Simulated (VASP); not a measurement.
# Ir (P6_3/mmc) in VASP: notebook

Ir is run at these levels: LDA; tasks: single point.

Everything below comes from runs of VASP 6.6.1. Logs are shortened: lines on timing, memory, paths and dates and some standing lists are left out, and cuts for length are marked.

### 1 The cell of the first run

It takes space group P6_3/mmc (No. 194, hexagonal). The conventional cell has a = 2.705 Å, b = 2.705 Å, c = 4.386 Å, α = 90.00°, β = 90.00°, γ = 120.00°. Within 3.6 Å of Ir (site symmetry -6m2) lie 12 Ir at 2.69 to 2.71 Å.

### 2 Single point, LDA, collinear spin, ferromagnetic start

Contents of INCAR:

```
SYSTEM = Ir
PREC = Accurate
ENCUT = 520
EDIFF = 1E-6
ISMEAR = 0
SIGMA = 0.15
LREAL = .FALSE.
LASPH = .TRUE.
NELM = 150
ALGO = Normal
ISIF = 2
LWAVE = .FALSE.
LCHARG = .FALSE.
ISPIN = 2
MAGMOM = 0.7 0.7
LORBIT = 11
NUPDOWN = 1.4
LMAXMIX = 4
NBANDS = 20
```

Contents of KPOINTS:

```
Automatic mesh
0
G
  21 21 12
  0 0 0
```

Contents of POSCAR:

```
Ir
1.0
    2.7052421934      0.0000000000      0.0000000000
   -1.3526210967      2.3428084629      0.0000000000
    0.0000000000      0.0000000000      4.3862377053
Ir
2
Direct
    0.6666666667      0.3333333333      0.7500000000
    0.3333333333      0.6666666667      0.2500000000
```

Potentials or basis: VASP PAW LDA potentials, release 64 (Ir).

Command:

```bash
$ cat potpaw_LDA.64/Ir/POTCAR > POTCAR
$ mpirun -np 1 vasp_std > vasp.out
```

OUTCAR:

```text
SYSTEM = Ir
   PREC = Accurate
   ENCUT = 520
   EDIFF = 1E-6
   ISMEAR = 0
   LREAL = .FALSE.
   LASPH = .TRUE.
   NELM = 150
   ISIF = 2
   ISPIN = 2
   LORBIT = 11
   NUPDOWN = 1.4

 ion  position               nearest neighbor table
   1  0.667  0.333  0.750-   2 2.69   2 2.69   2 2.69   2 2.69   2 2.69   2 2.69
   2  0.333  0.667  0.250-   1 2.69   1 2.69   1 2.69   1 2.69   1 2.69   1 2.69

  LATTYP: Found a hexagonal cell.
 ALAT       =     2.7052421934
 C/A-ratio  =     1.6213844794

  Lattice vectors:

 A1 = (   2.7052421934,   0.0000000000,   0.0000000000)
 A2 = (  -1.3526210967,   2.3428084629,   0.0000000000)
 A3 = (   0.0000000000,   0.0000000000,   4.3862377053)

Analysis of symmetry for initial positions (statically):
=====================================================================
 Subroutine PRICEL returns:
 Original cell was already a primitive cell.

 Routine SETGRP: Setting up the symmetry group for a
 hexagonal supercell.

 Subroutine GETGRP returns: Found 24 space group operations
 (whereof 12 operations were pure point group operations)
 out of a pool of 24 trial point group operations.

The static configuration has the point symmetry D_3d.
 The point group associated with its full space group is D_6h.

Analysis of symmetry for dynamics (positions and initial velocities):
=====================================================================
 Subroutine PRICEL returns:
 Original cell was already a primitive cell.

 Routine SETGRP: Setting up the symmetry group for a
 hexagonal supercell.

 Subroutine GETGRP returns: Found 24 space group operations
 (whereof 12 operations were pure point group operations)
 out of a pool of 24 trial point group operations.

The dynamic configuration has the point symmetry D_3d.
 The point group associated with its full space group is D_6h.

Analysis of structural, dynamic, and magnetic symmetry:
=====================================================================
 Subroutine PRICEL returns:
 Original cell was already a primitive cell.

 Routine SETGRP: Setting up the symmetry group for a
 hexagonal supercell.

 Subroutine GETGRP returns: Found 24 space group operations
 (whereof 12 operations were pure point group operations)
 out of a pool of 24 trial point group operations.

The overall configuration has the point symmetry D_3d.
 The point group associated with its full space group is D_6h.

 Subroutine INISYM returns: Found 24 space group operations
 (whereof 12 operations are pure point group operations),
 and found     1 'primitive' translations

----------------------------------------------------------------------------------------

                                     Primitive cell

  volume of cell :      27.7994

  direct lattice vectors                    reciprocal lattice vectors
     2.705242193  0.000000000  0.000000000     0.369652670  0.213419069  0.000000000
    -1.352621097  2.342808463  0.000000000     0.000000000  0.426838137  0.000000000
     0.000000000  0.000000000  4.386237705     0.000000000  0.000000000  0.227985820

  length of vectors
     2.705242193  2.705242193  4.386237705     0.426838137  0.426838137  0.227985820

  position of ions in fractional coordinates (direct lattice)
     0.666666667  0.333333333  0.750000000
     0.333333333  0.666666667  0.250000000

  ion indices of the primitive-cell ions
   primitive index   ion index
                 1           1
                 2           2

----------------------------------------------------------------------------------------

 KPOINTS: Automatic mesh

Automatic generation of k-mesh.
 Grid dimensions read from file:
 generate k-points for:   21   21   12

 Generating k-lattice:

  Cartesian coordinates                     Fractional coordinates (reciprocal lattice)
     0.017602508  0.010162813  0.000000000     0.047619048  0.000000000  0.000000000
     0.000000000  0.020325626  0.000000000     0.000000000  0.047619048  0.000000000
     0.000000000  0.000000000  0.018998818     0.000000000  0.000000000  0.083333333

  Length of vectors
     0.020325626  0.020325626  0.018998818

  Shift w.r.t. Gamma in fractional coordinates (k-lattice)
     0.000000000  0.000000000  0.000000000

 Subroutine IBZKPT returns following result:
 ===========================================

 Found    336 irreducible k-points:

 Following reciprocal coordinates:
            Coordinates               Weight
  0.000000  0.000000  0.000000      1.000000
  0.047619  0.000000  0.000000      6.000000
  0.095238  0.000000  0.000000      6.000000
  0.142857  0.000000  0.000000      6.000000
  0.190476  0.000000  0.000000      6.000000
  0.238095  0.000000  0.000000      6.000000
[... 16 lines left out ...]
  0.142857  0.095238  0.000000     12.000000
  0.190476  0.095238  0.000000     12.000000
 [... further k-points ...]
   k-points           NKPTS =    336   k-points in BZ     NKDIM =    336   number of bands    NBANDS=     20
   number of dos      NEDOS =    301   number of ions     NIONS =      2
   total plane-waves  NPLWV =  14400
   dimension x,y,z NGX =    20 NGY =   20 NGZ =   36
   dimension x,y,z NGXF=    40 NGYF=   40 NGZF=   72
   ions per type =               2
   NGX,Y,Z   is equivalent  to a cutoff of  12.29, 12.29, 13.64 a.u.
   NGXF,Y,Z  is equivalent  to a cutoff of  24.58, 24.58, 27.29 a.u.
 SYSTEM =  Ir
   PREC   = accura    normal or accurate (medium, high low for compatibility)
   ISTART =      0    job   : 0-new  1-cont  2-samecut
   ICHARG =      2    charge: 1-file 2-atom 10-const
   ISPIN  =      2    spin polarized calculation?
   LNONCOLLINEAR =      F non collinear calculations
   LSORBIT =      F    spin-orbit coupling
   LASPH  =      T    aspherical Exc in radial PAW
   ENCUT  =  520.0 eV  38.22 Ry    6.18 a.u.   5.03  5.03  8.16*2*pi/ulx,y,z
   NELM   =    150;   NELMIN=  2; NELMDL= -5     # of ELM steps
   EDIFF  = 0.1E-05   stopping-criterion for ELM
   LREAL  =      F    real-space projection
   EDIFFG = 0.1E-04   stopping-criterion for IOM
   NSW    =      0    number of steps for IOM
   IBRION =     -1    ionic relax: 0-MD 1-quasi-New 2-CG
   NFREE  =      0    steps in history (QN), initial steepest desc. (CG)
   ISIF   =      2    stress and relaxation
   ISYM   =      2    0-nonsym 1-usesym 2-fastsym
   POTIM  = 0.5000    time-step for ionic-motion
   TEBEG  =    0.0;   TEEND  =   0.0 temperature during run
   PSTRESS=    0.0 pullay stress
   NELECT =      18.0000    total number of electrons
   NUPDOWN=       1.4000    fix difference up-down
   EMIN   =  10.00;   EMAX   =-10.00  energy-range for DOS
   EFERMI =   0.00;   METHOD = LEGACY
   ISMEAR =     0;   SIGMA  =   0.15  broadening in eV -4-tet -1-fermi 0-gaus
   EFERMI_NEDOS =   21; number of points for ismear=-14 and -15
   IALGO  =     38    algorithm
   IMIX   =      4    mixing-type and parameters
     AMIX     =   0.40;   BMIX     =  1.00
     AMIX_MAG =   1.60;   BMIX_MAG =  1.00
  volume/ion in A,a.u.               =      13.90        93.80
  Fermi-wavevector in a.u.,A,eV,Ry     =   1.416296  2.676411 27.291842  2.005894
  Thomas-Fermi vector in A             =   2.537645
   LORBIT       =     11    0 simple, 1 ext, 2 COOP (PROOUT), +10 PAW based schemes
   GGA     = CA    functional components
   LHFCALC =     F    Hartree Fock is set to
   AEXX    =    0.0000 exact exchange contribution
   IVDW    =     0    specifies the selected vdW correction
   LEPSILON=     F    determine dielectric tensor
   LRPA    =     F    only Hartree local field effects (RPA)
 spin polarized calculation
 Gauss-broadening in eV      SIGMA  =   0.15
  energy-cutoff  :      520.00
  volume of cell :       27.80
 maximum number of plane-waves:       772
 NGX is ok and might be reduce to    20
   NGX =  9   NGY =  9   NGZ = 17

 number of electron      18.0000001 magnetization       1.4000000

 Free energy of the ion-electron system (eV)
  ---------------------------------------------------
  ext. energy  EPLUGINS =         0.00000000
  ---------------------------------------------------
  free energy    TOTEN  =       -20.21139507 eV

  energy without entropy =      -20.18553472  energy(sigma->0) =      -20.19846490

 E-fermi :  10.2243     XC(G=0): -14.2359

 val. band max:       11.0833816859   @ k =   0.3810   0.1429   0.0833
 cond. band min:      10.2304089157   @ k =   0.0952   0.0476   0.4167
 fundamental gap:     -0.8529727701
 Fermi energy:        11.0842861052

 spin component 1

 k-point     1 :       0.0000    0.0000    0.0000
  band No.  band energies     occupation
      1      -0.7677      1.00000
      2       2.2033      1.00000
      3       6.4874      1.00000
      4       6.5865      1.00000
      5       6.5865      1.00000
      6       7.2658      1.00000
[... 12 lines left out ...]
     19      33.4100      0.00000
     20      33.4100      0.00000
[... 507 lines left out ...]
 k-point    24 :       0.1905    0.0952    0.0000
  band No.  band energies     occupation
      1       1.4446      1.00000
      2       3.7062      1.00000
      3       5.1420      1.00000
      4       5.3106      1.00000
      5       6.5059      1.00000
      6       6.7342      1.00000
[... 12 lines left out ...]
     19      31.7827      0.00000
     20      33.8825      0.00000

 [... further k-points ...]

 spin component 2

 k-point     1 :       0.0000    0.0000    0.0000
  band No.  band energies     occupation
      1      -0.5773      1.00000
      2       2.4901      1.00000
      3       6.8700      1.00000
      4       6.9591      1.00000
      5       6.9591      1.00000
      6       7.6488      1.00000
[... 12 lines left out ...]
     19      33.6184      0.00000
     20      33.6184      0.00000
[... 507 lines left out ...]
 k-point    24 :       0.1905    0.0952    0.0000
  band No.  band energies     occupation
      1       1.6435      1.00000
      2       4.0163      1.00000
      3       5.4737      1.00000
      4       5.6313      1.00000
      5       6.8607      1.00000
      6       7.1159      1.00000
[... 12 lines left out ...]
     19      31.9943      0.00000
     20      34.1249      0.00000

 [... further k-points ...]
[... 5 lines left out ...]
  --------------------------------------------------------------------------------------
  -------------------------------------------------------------------------------------
  Total        1.2610021      1.2610021      1.1710551      0.0000000      0.0000000      0.0000000
  in kB       72.6760461     72.6760461     67.4920807      0.0000000      0.0000000      0.0000000
  external PRESSURE =      70.9480577 kB  Pullay stress =       0.0000000 kB

 VOLUME and BASIS-vectors are now :
 -----------------------------------------------------------------------------
  energy-cutoff  :      520.00
  volume of cell :       27.80
      direct lattice vectors                 reciprocal lattice vectors
     2.705242193  0.000000000  0.000000000     0.369652670  0.213419069  0.000000000
    -1.352621097  2.342808463  0.000000000     0.000000000  0.426838137  0.000000000
     0.000000000  0.000000000  4.386237705     0.000000000  0.000000000  0.227985820

 POSITION                                       TOTAL-FORCE (eV/Angst)
 -----------------------------------------------------------------------------------
      1.35262      0.78094      3.28968        -0.000000      0.000000      0.000000
     -0.00000      1.56187      1.09656         0.000000     -0.000000      0.000000
 -----------------------------------------------------------------------------------
    total drift:                               -0.000000      0.000000     -0.000000

  FREE ENERGIE OF THE ION-ELECTRON SYSTEM (eV)
  ---------------------------------------------------
  free  energy   TOTEN  =       -20.2113950739 eV

  energy  without entropy=      -20.1855347183  energy(sigma->0) =      -20.19846490

 total charge

# of ion       s       p       d       tot
------------------------------------------
    1        0.684   0.762   7.038   8.483
    2        0.684   0.762   7.038   8.483
--------------------------------------------------
tot          1.368   1.523  14.075  16.966

 magnetization (x)

# of ion       s       p       d       tot
------------------------------------------
    1        0.004   0.010   0.665   0.680
    2        0.004   0.010   0.665   0.680
--------------------------------------------------
tot          0.009   0.020   1.331   1.359
```

It took 3.5 min on 1 thread of Intel Xeon Platinum 8259CL at 2.50GHz (Skylake/Cascade Lake), shared host; peak memory 0.34 GiB.

What came out:

```yaml
Free_energy: -20.2114 eV
Pressure: 7.1 GPa
Net_moment: 1.40 μB per cell
Site_moments: Ir +0.68 μB
Valence_electrons_inside_the_program's_atomic_spheres: Ir 8.48
```

Stress tensor (GPa, compression positive):
```
7.27 0.00 0.00
0.00 7.27 0.00
0.00 0.00 6.75
```

Caveat: spin-orbit coupling is left out, which moves the levels of the heavy elements; the total moment is fixed, so each spin has its own Fermi level.

### 3 Single point, LDA, collinear spin, ferromagnetic start

Contents of INCAR:

```
SYSTEM = Ir
ALGO = Normal
EDIFF = 1E-6
ENCUT = 520
ISIF = 2
ISMEAR = 0
ISPIN = 2
LASPH = .TRUE.
LCHARG = .FALSE.
LMAXMIX = 4
LORBIT = 11
LREAL = .FALSE.
LWAVE = .FALSE.
MAGMOM = 0.6 0.6
NBANDS = 20
NELM = 150
NUPDOWN = 1.2
PREC = Accurate
SIGMA = 0.15
```

Contents of KPOINTS:

```
k-points
0
G
  21 21 12
  0 0 0
```

POSCAR is that of step 2.

Potentials or basis: VASP PAW LDA potentials, release 64 (Ir).

Command:

```bash
$ cat potpaw_LDA.64/Ir/POTCAR > POTCAR
$ mpirun -np 1 vasp_std > vasp.out
```

OUTCAR:

```text
SYSTEM = Ir
   EDIFF = 1E-6
   ENCUT = 520
   ISIF = 2
   ISMEAR = 0
   ISPIN = 2
   LASPH = .TRUE.
   LORBIT = 11
   LREAL = .FALSE.
   NELM = 150
   NUPDOWN = 1.2
   PREC = Accurate

 ion  position               nearest neighbor table
   1  0.667  0.333  0.750-   2 2.69   2 2.69   2 2.69   2 2.69   2 2.69   2 2.69
   2  0.333  0.667  0.250-   1 2.69   1 2.69   1 2.69   1 2.69   1 2.69   1 2.69

  LATTYP: Found a hexagonal cell.
 ALAT       =     2.7052421934
 C/A-ratio  =     1.6213844794

  Lattice vectors:

 A1 = (   2.7052421934,   0.0000000000,   0.0000000000)
 A2 = (  -1.3526210967,   2.3428084629,   0.0000000000)
 A3 = (   0.0000000000,   0.0000000000,   4.3862377053)

Analysis of symmetry for initial positions (statically):
=====================================================================
 Subroutine PRICEL returns:
 Original cell was already a primitive cell.

 Routine SETGRP: Setting up the symmetry group for a
 hexagonal supercell.

 Subroutine GETGRP returns: Found 24 space group operations
 (whereof 12 operations were pure point group operations)
[... 748 lines left out ...]
  band No.  band energies     occupation
      1      -0.5913      1.00000
      2       2.4683      1.00000
      3       6.8367      1.00000
      4       6.9292      1.00000
      5       6.9292      1.00000
      6       7.6179      1.00000
[... 541 lines left out ...]
     19      31.9799      0.00000
     20      34.1068      0.00000

 [... further k-points ...]
[... 5 lines left out ...]
  --------------------------------------------------------------------------------------
  -------------------------------------------------------------------------------------
  Total        1.0648546      1.0648546      0.9660271      0.0000000      0.0000000      0.0000000
  in kB       61.3713646     61.3713646     55.6755839      0.0000000      0.0000000      0.0000000
  external PRESSURE =      59.4727710 kB  Pullay stress =       0.0000000 kB

 VOLUME and BASIS-vectors are now :
 -----------------------------------------------------------------------------
  energy-cutoff  :      520.00
  volume of cell :       27.80
      direct lattice vectors                 reciprocal lattice vectors
     2.705242193  0.000000000  0.000000000     0.369652670  0.213419069  0.000000000
    -1.352621097  2.342808463  0.000000000     0.000000000  0.426838137  0.000000000
     0.000000000  0.000000000  4.386237705     0.000000000  0.000000000  0.227985820

 POSITION                                       TOTAL-FORCE (eV/Angst)
 -----------------------------------------------------------------------------------
      1.35262      0.78094      3.28968         0.000000     -0.000000      0.000000
     -0.00000      1.56187      1.09656        -0.000000      0.000000      0.000000
 -----------------------------------------------------------------------------------
    total drift:                               -0.000000      0.000000     -0.000000

  FREE ENERGIE OF THE ION-ELECTRON SYSTEM (eV)
  ---------------------------------------------------
  free  energy   TOTEN  =       -20.2902650463 eV

  energy  without entropy=      -20.2636801905  energy(sigma->0) =      -20.27697262

 total charge

# of ion       s       p       d       tot
------------------------------------------
    1        0.684   0.762   7.036   8.482
    2        0.684   0.762   7.036   8.482
--------------------------------------------------
tot          1.367   1.525  14.072  16.964

 magnetization (x)

# of ion       s       p       d       tot
------------------------------------------
    1        0.004   0.008   0.571   0.583
    2        0.004   0.008   0.571   0.583
--------------------------------------------------
tot          0.007   0.016   1.141   1.165
```

OSZICAR:

```text
N       E                     dE             d eps       ncg     rms          rms(c)
DAV:   1     0.149983435194E+03    0.14998E+03   -0.77573E+03 26896   0.884E+02
DAV:   2    -0.171514969781E+02   -0.16713E+03   -0.14778E+03 27268   0.266E+02
DAV:   3    -0.213748251026E+02   -0.42233E+01   -0.41637E+01 32276   0.512E+01
DAV:   4    -0.214312168203E+02   -0.56392E-01   -0.56360E-01 31316   0.490E+00
DAV:   5    -0.214329047184E+02   -0.16879E-02   -0.16878E-02 32668   0.892E-01    0.248E+01
DAV:   6    -0.204869876146E+02    0.94592E+00   -0.87367E-01 33800   0.113E+01    0.104E+01
DAV:   7    -0.203052295249E+02    0.18176E+00   -0.24370E-01 36632   0.548E+00    0.390E+00
DAV:   8    -0.202967589515E+02    0.84706E-02   -0.56467E-03 30436   0.515E-01    0.143E+00
DAV:   9    -0.202904833483E+02    0.62756E-02   -0.69052E-03 31668   0.934E-01    0.533E-01
DAV:  10    -0.202902557744E+02    0.22757E-03   -0.14832E-04 35544   0.114E-01    0.486E-02
DAV:  11    -0.202902654170E+02   -0.96426E-05   -0.79453E-06 32760   0.272E-02    0.356E-02
DAV:  12    -0.202902650463E+02    0.37070E-06   -0.48271E-07 19072   0.562E-03
   1 F= -.20290265E+02 E0= -.20276973E+02  d E =-.265849E-01  mag=     1.2000
```

Run time: 9.5 min. Hardware: 1 thread of AMD EPYC 7R13, shared host; peak memory 0.31 GiB.

Results:

```
Free energy                                           : -20.2903 eV
Pressure                                              : 5.9 GPa
Net moment                                            : 1.20 μB per cell
Site moments                                          : Ir +0.58 μB
Valence electrons inside the program's atomic spheres : Ir 8.48
```

Stress tensor (GPa, compression positive):
```
6.14 0.00 0.00
0.00 6.14 0.00
0.00 0.00 5.57
```

Caveat: spin-orbit coupling is left out, which moves the levels of the heavy elements; the total moment is fixed, so each spin has its own Fermi level.
